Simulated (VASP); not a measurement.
A run of VASP 6.6.1:

The input INCAR:

```
PREC     = Accurate       # precision mode
ENCUT    = 600            # plane-wave cutoff, eV
EDIFF    = 1E-6           # SCF threshold, eV
ISMEAR   = -1             # smearing method
SIGMA    = 0.05           # smearing width, eV
LREAL    = False          # projectors in reciprocal space
LASPH    = True           # aspherical terms in the spheres
NELM     = 100            # most SCF steps
ALGO     = Normal         # electronic algorithm
ISIF     = 3              # what is computed and relaxed
LWAVE    = False          # write WAVECAR
LCHARG   = False          # write CHGCAR
GGA      = RE             # functional
IBRION   = 2              # ionic algorithm
NSW      = 80             # ionic steps
EDIFFG   = -0.02          # ionic threshold
```

File KPOINTS:

```
Automatic mesh
0
Gamma
  9 9 5
```

File POSCAR:

```
Zr
1.0
    3.2320000000      0.0000000000      0.0000000000
   -1.6160000000      2.7989941050      0.0000000000
    0.0000000000      0.0000000000      5.1470000000
Zr
2
Direct
    0.6666666667      0.3333333333      0.7500000000
    0.3333333333      0.6666666667      0.2500000000
```

Potentials or basis: VASP PAW PBE potentials, release 64 (Zr_sv).

The run is started by

```bash
$ cat potpaw_PBE.64/Zr_sv/POTCAR > POTCAR
$ mpirun -np 1 vasp_std > vasp.out
```

Hardware: 1 thread of AMD EPYC 7R13 Processor (Zen 3), on a shared host.

**Question.** How long does it take, and how much memory?

**Answer.** Wall time 100 s on 1 thread of AMD EPYC 7R13 Processor (Zen 3) (shared host), peak memory 0.16 GiB. Counts: scf iterations 36, k points 36, ion steps 4.
